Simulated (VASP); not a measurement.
# C12N in VASP: single point with PBE+D3(BJ)

Aim: the single point of C12N with PBE+D3(BJ).

All numbers are computed with VASP 6.6.1; they aren't measurements. Logs are shortened: lines on timing, memory, paths and dates and some standing lists are left out, and cuts for length are marked.

## (1) The cell of the first run

The cell holds a slab with vacuum, 26 atoms: a = 4.931 Å, b = 7.223 Å, c = 23.736 Å, α = 90.00°, β = 90.00°, γ = 109.96°.

## (2) Single point, PBE+D3(BJ)

Contents of INCAR:

```
SYSTEM = C12N
PREC = Accurate
ENCUT = 520
EDIFF = 1E-6
ISMEAR = 0
SIGMA = 0.05
LREAL = Auto
LASPH = .TRUE.
NELM = 100
ALGO = Normal
ISIF = 2
LWAVE = .FALSE.
LCHARG = .FALSE.
LDIPOL = .TRUE.
IDIPOL = 3
DIPOL = 0.5 0.5 0.293
GGA = PE
IVDW = 12
NBANDS = 72
```

Contents of KPOINTS:

```
regular mesh
0
G
  6 4 1
  0 0 0
```

Contents of POSCAR:

```
C12N
1.0
    4.9311586502      0.0000000000      0.0000000000
   -2.4655793251      6.7895556517      0.0000000000
    0.0000000000      0.0000000000     23.7359273492
C N
24 2
Direct
    0.2500000000      0.0000000000      0.1685209068
    0.2500000000      0.5000000000      0.1685209068
    0.7500000000      0.0000000000      0.1685209068
    0.7500000000      0.5000000000      0.1685209068
    0.0000000000      0.0000000000      0.1984798698
    0.0000000000      0.5000000000      0.1984798698
    0.5000000000      0.0000000000      0.1984798698
    0.5000000000      0.5000000000      0.1984798698
    0.0000000000      0.0000000000      0.2584325666
    0.0000000000      0.5000000000      0.2584325666
    0.5000000000      0.0000000000      0.2584325666
    0.5000000000      0.5000000000      0.2584325666
    0.2500000000      0.0000000000      0.2876706604
    0.2500000000      0.5000000000      0.2876706604
    0.7500000000      0.0000000000      0.2876706604
    0.7500000000      0.5000000000      0.2876706604
    0.2500000000      0.0000000000      0.3504208151
    0.2500000000      0.5000000000      0.3504208151
    0.7500000000      0.0000000000      0.3504208151
    0.7500000000      0.5000000000      0.3504208151
    0.0000000000      0.0000000000      0.3764726449
    0.0000000000      0.5000000000      0.3764726449
    0.5000000000      0.0000000000      0.3764726449
    0.5000000000      0.5000000000      0.3764726449
    0.0000000000      0.1250000000      0.5070763477
    0.0000000000      0.1250000000      0.5534195970
```

Potentials or basis: VASP PAW PBE potentials, release 64 (C, N).

Started as:

```sh
$ cat potpaw_PBE.64/C/POTCAR potpaw_PBE.64/N/POTCAR > POTCAR
$ mpirun -np 1 vasp_std > vasp.out
```

OUTCAR:

```text
SYSTEM = C12N
   PREC = Accurate
   ENCUT = 520
   EDIFF = 1E-6
   ISMEAR = 0
   LREAL = Auto
   LASPH = .TRUE.
   NELM = 100
   ISIF = 2
   GGA = PE
   IVDW = 12
 IVDW          = 12

 ion  position               nearest neighbor table
   1  0.250  0.000  0.169-   5 1.42   7 1.42
   2  0.250  0.500  0.169-   6 1.42   8 1.42
   3  0.750  0.000  0.169-   5 1.42   7 1.42
   4  0.750  0.500  0.169-   6 1.42   8 1.42
   5  0.000  0.000  0.198-   9 1.42   3 1.42   1 1.42
   6  0.000  0.500  0.198-  10 1.42   4 1.42   2 1.42
   7  0.500  0.000  0.198-  11 1.42   3 1.42   1 1.42
   8  0.500  0.500  0.198-  12 1.42   4 1.42   2 1.42
   9  0.000  0.000  0.258-  13 1.41  15 1.41   5 1.42
  10  0.000  0.500  0.258-  14 1.41  16 1.41   6 1.42
[... 8 lines left out ...]
  19  0.750  0.000  0.350-  21 1.38  23 1.38  15 1.49
  20  0.750  0.500  0.350-  22 1.38  24 1.38  16 1.49
  21  0.000  0.000  0.376-  17 1.38  19 1.38
  22  0.000  0.500  0.376-  18 1.38  20 1.38
  23  0.500  0.000  0.376-  17 1.38  19 1.38
  24  0.500  0.500  0.376-  18 1.38  20 1.38
  25  0.000  0.125  0.507-  26 1.10
  26  0.000  0.125  0.553-  25 1.10

  LATTYP: Found a base centered orthorhombic cell.
 ALAT       =     4.9311586502
 B/A-ratio  =     2.7537364475
 C/A-ratio  =     4.8134584654

  Lattice vectors:

 A1 = (   2.4655793251,  -6.7895556517,   0.0000000000)
 A2 = (   2.4655793251,   6.7895556517,   0.0000000000)
 A3 = (   0.0000000000,   0.0000000000,  23.7359273492)

Analysis of symmetry for initial positions (statically):
=====================================================================
 Subroutine PRICEL returns:
 Original cell was already a primitive cell.

 Routine SETGRP: Setting up the symmetry group for a
 base centered orthorhombic supercell.

 Subroutine GETGRP returns: Found  1 space group operations
 (whereof  1 operations were pure point group operations)
 out of a pool of  8 trial point group operations.

The static configuration has the point symmetry C_1 .

Analysis of symmetry for dynamics (positions and initial velocities):
=====================================================================
 Subroutine PRICEL returns:
 Original cell was already a primitive cell.

 Routine SETGRP: Setting up the symmetry group for a
 base centered orthorhombic supercell.

 Subroutine GETGRP returns: Found  1 space group operations
 (whereof  1 operations were pure point group operations)
 out of a pool of  8 trial point group operations.

The dynamic configuration has the point symmetry C_1 .

 Subroutine INISYM returns: Found  1 space group operations
 (whereof  1 operations are pure point group operations),
 and found     1 'primitive' translations

----------------------------------------------------------------------------------------

                                     Primitive cell

  volume of cell :     794.6878

  direct lattice vectors                    reciprocal lattice vectors
     4.931158650  0.000000000  0.000000000     0.202792096  0.073642522  0.000000000
    -2.465579325  6.789555652  0.000000000     0.000000000  0.147285044  0.000000000
     0.000000000  0.000000000 23.735927349     0.000000000  0.000000000  0.042130227

  length of vectors
     4.931158650  7.223375067 23.735927349     0.215749520  0.147285044  0.042130227

  position of ions in fractional coordinates (direct lattice)
     0.250000000  0.000000000  0.168520907
     0.250000000  0.500000000  0.168520907
     0.750000000  0.000000000  0.168520907
     0.750000000  0.500000000  0.168520907
     0.000000000  0.000000000  0.198479870
     1.000000000  0.500000000  0.198479870
[... 18 lines left out ...]
     1.000000000  0.125000000  0.507076348
     1.000000000  0.125000000  0.553419597

  ion indices of the primitive-cell ions
   primitive index   ion index
                 1           1
                 2           2
                 3           3
                 4           4
                 5           5
                 6           6
[... 18 lines left out ...]
                25          25
[... 36 lines left out ...]
|        whereas your k-lattice is simple monoclinic.                         |
|                                                                             |
|     Results are often still useful ...                                      |
|                                                                             |
 -----------------------------------------------------------------------------

 WARNING: IBZKPT: internal override: KBLOWUP is changed to .FALSE.
      ... skipping the blow-up phase ...

 Subroutine IBZKPT returns following result:
 ===========================================

 Found     14 irreducible k-points:

 Following reciprocal coordinates:
            Coordinates               Weight
  0.000000  0.000000  0.000000      1.000000
  0.166667  0.000000  0.000000      2.000000
  0.333333 -0.000000  0.000000      2.000000
  0.500000 -0.000000  0.000000      1.000000
  0.000000  0.250000  0.000000      2.000000
  0.166667  0.250000  0.000000      2.000000
  0.333333  0.250000  0.000000      2.000000
  0.500000  0.250000  0.000000      2.000000
 -0.333333  0.250000  0.000000      2.000000
 -0.166667  0.250000  0.000000      2.000000
  0.000000  0.500000  0.000000      1.000000
  0.166667  0.500000  0.000000      2.000000
  0.333333  0.500000  0.000000      2.000000
  0.500000  0.500000  0.000000      1.000000
   k-points           NKPTS =     14   k-points in BZ     NKDIM =     14   number of bands    NBANDS=     72
   number of dos      NEDOS =    301   number of ions     NIONS =     26
   total plane-waves  NPLWV = 388800
   dimension x,y,z NGX =    40 NGY =   54 NGZ =  180
   dimension x,y,z NGXF=    80 NGYF=  108 NGZF=  360
   ions per type =              24   2
   NGX,Y,Z   is equivalent  to a cutoff of  13.49, 12.43, 12.61 a.u.
   NGXF,Y,Z  is equivalent  to a cutoff of  26.97, 24.86, 25.21 a.u.
 SYSTEM =  C12N
   PREC   = accura    normal or accurate (medium, high low for compatibility)
   ISTART =      0    job   : 0-new  1-cont  2-samecut
   ICHARG =      2    charge: 1-file 2-atom 10-const
   ISPIN  =      1    spin polarized calculation?
   LNONCOLLINEAR =      F non collinear calculations
   LSORBIT =      F    spin-orbit coupling
   LASPH  =      T    aspherical Exc in radial PAW
   ENCUT  =  520.0 eV  38.22 Ry    6.18 a.u.   9.17 13.43 44.13*2*pi/ulx,y,z
   NELM   =    100;   NELMIN=  2; NELMDL= -5     # of ELM steps
   EDIFF  = 0.1E-05   stopping-criterion for ELM
   LREAL  =      T    real-space projection
   EDIFFG = 0.1E-04   stopping-criterion for IOM
   NSW    =      0    number of steps for IOM
   IBRION =     -1    ionic relax: 0-MD 1-quasi-New 2-CG
   NFREE  =      0    steps in history (QN), initial steepest desc. (CG)
   ISIF   =      2    stress and relaxation
   ISYM   =      2    0-nonsym 1-usesym 2-fastsym
   POTIM  = 0.5000    time-step for ionic-motion
   TEBEG  =    0.0;   TEEND  =   0.0 temperature during run
   PSTRESS=    0.0 pullay stress
   NELECT =     106.0000    total number of electrons
   NUPDOWN=      -1.0000    fix difference up-down
   EMIN   =  10.00;   EMAX   =-10.00  energy-range for DOS
   EFERMI =   0.00;   METHOD = LEGACY
   ISMEAR =     0;   SIGMA  =   0.05  broadening in eV -4-tet -1-fermi 0-gaus
   EFERMI_NEDOS =   21; number of points for ismear=-14 and -15
   IALGO  =     38    algorithm
   IMIX   =      4    mixing-type and parameters
     AMIX     =   0.40;   BMIX     =  1.00
     AMIX_MAG =   1.60;   BMIX_MAG =  1.00
  volume/ion in A,a.u.               =      30.56       206.26
  Fermi-wavevector in a.u.,A,eV,Ry     =   0.836459  1.580678  9.519500  0.699663
  Thomas-Fermi vector in A             =   1.950187
   LORBIT       =      0    0 simple, 1 ext, 2 COOP (PROOUT), +10 PAW based schemes
   GGA     = PE    functional components
   LHFCALC =     F    Hartree Fock is set to
   AEXX    =    0.0000 exact exchange contribution
   IVDW    =    12    specifies the selected vdW correction
   LEPSILON=     F    determine dielectric tensor
   LRPA    =     F    only Hartree local field effects (RPA)
 non-spin polarized calculation
 Gauss-broadening in eV      SIGMA  =   0.05
  energy-cutoff  :      520.00
  volume of cell :      794.69
 maximum number of plane-waves:     21426
 NGX is ok and might be reduce to    40
   NGX = 19   NGY = 27   NGZ = 89

 dipolmoment           0.000000      0.000000      0.089570 electrons x Angstroem

 number of electron     106.0000013 magnetization

 dipolmoment           0.000000      0.000000     -0.113959 electrons x Angstroem

 Free energy of the ion-electron system (eV)
  ---------------------------------------------------
  ext. energy  EPLUGINS =         0.00000000
  ---------------------------------------------------
  free energy    TOTEN  =      -211.96733539 eV

  energy without entropy =     -211.93875295  energy(sigma->0) =     -211.95304417

 E-fermi :  -3.5013     XC(G=0):  -3.9405

 val. band max:       -3.5025378010   @ k =   0.3333  -0.0000   0.0000
 cond. band min:      -3.4941073581   @ k =   0.3333   0.2500   0.0000
 fundamental gap:      0.0084304430
 Fermi energy:        -3.5012788498

 k-point     1 :       0.0000    0.0000    0.0000
  band No.  band energies     occupation
      1     -25.7309      2.00000
      2     -22.3188      2.00000
      3     -22.0554      2.00000
      4     -20.6122      2.00000
      5     -20.3665      2.00000
      6     -18.2502      2.00000
[... 941 lines left out ...]
     64       2.0359      0.00000
     65       2.0415      0.00000
 [bands above 65 left out]

------------------------ aborting loop because EDIFF is reached ----------------------------------------

 vacuum level on the upper side and lower side of the slab       (xc-potential included)        -0.398         0.209

 Edisp (eV)   -2.89232

 E8    (eV) :    -0.8543

  FORCE on cell =-STRESS in cart. coord.  units (eV):
  Direction    XX          YY          ZZ          XY          YZ          ZX
  --------------------------------------------------------------------------------------
  -------------------------------------------------------------------------------------
  Total      -0.41663    -0.83519     6.39490     0.01657     0.03219    -0.03620
  in kB      -0.83997    -1.68384    12.89281     0.03341     0.06490    -0.07299
  external pressure =        3.46 kB  Pullay stress =        0.00 kB

 VOLUME and BASIS-vectors are now :
 -----------------------------------------------------------------------------
  energy-cutoff  :      520.00
  volume of cell :      794.69
      direct lattice vectors                 reciprocal lattice vectors
     4.931158650  0.000000000  0.000000000     0.202792096  0.073642522  0.000000000
    -2.465579325  6.789555652  0.000000000     0.000000000  0.147285044  0.000000000
     0.000000000  0.000000000 23.735927349     0.000000000  0.000000000  0.042130227

 POSITION                                       TOTAL-FORCE (eV/Angst)
 -----------------------------------------------------------------------------------
      1.23279      0.00000      4.00000         0.011135      0.001499      1.805393
      0.00000      3.39478      4.00000        -0.000051      0.000577      1.827035
      3.69837      0.00000      4.00000        -0.011082      0.001391      1.811827
      2.46558      3.39478      4.00000        -0.000023     -0.002761      1.826275
      0.00000      0.00000      4.71110         0.001805      0.001778     -3.424624
     -1.23279      3.39478      4.71110        -0.002487     -0.001154     -3.448665
[... 18 lines left out ...]
     -0.30820      0.84869     12.03593        -0.019684      0.028777     -2.125935
     -0.30820      0.84869     13.13593         0.006384     -0.011953      2.111852
 -----------------------------------------------------------------------------------
    total drift:                                0.000031      0.000028     -0.052161

  FREE ENERGIE OF THE ION-ELECTRON SYSTEM (eV)
  ---------------------------------------------------
  free  energy   TOTEN  =      -214.8596598267 eV

  energy  without entropy=     -214.8310773903  energy(sigma->0) =     -214.84536861

 vacuum level on the upper side and lower side of the slab         2.701         3.324
```

Wall time 21 min (1 thread of Intel Xeon 6975P-C (Granite Rapids), shared host); peak memory 1 GiB.

What came out:

| Item | Value |
| --- | --- |
| Free energy | -214.8597 eV |
| Largest force | 3.450 eV/Å |
| Band gap on the k mesh | zero (bands 53 and 54 overlap by 0.08 eV) |
| Dispersion energy per atom | -0.111 eV |

Forces on the atoms (eV/Å):
```
C    0.011  0.001  1.805
C    0.000  0.001  1.827
C   -0.011  0.001  1.812
C    0.000 -0.003  1.826
C    0.002  0.002 -3.425
C   -0.002 -0.001 -3.449
C   -0.002  0.000 -3.414
C    0.003 -0.001 -3.450
C    0.009  0.001  1.559
C   -0.003  0.001  1.581
C   -0.009 -0.004  1.581
C    0.003  0.001  1.582
C   -0.022  0.002  0.002
C   -0.001 -0.006 -0.001
C    0.023  0.002  0.018
C    0.001  0.000 -0.002
C    0.006  0.012  0.001
C    0.000 -0.004  0.002
C   -0.005  0.015  0.101
C    0.000 -0.001 -0.020
C    0.043 -0.055 -0.153
C   -0.009  0.013  0.055
C   -0.030  0.002  0.110
C    0.008  0.006  0.065
N   -0.020  0.029 -2.126
N    0.006 -0.012  2.112
```

Caveat: the standard files for N, O and F lose accuracy on very short bonds.
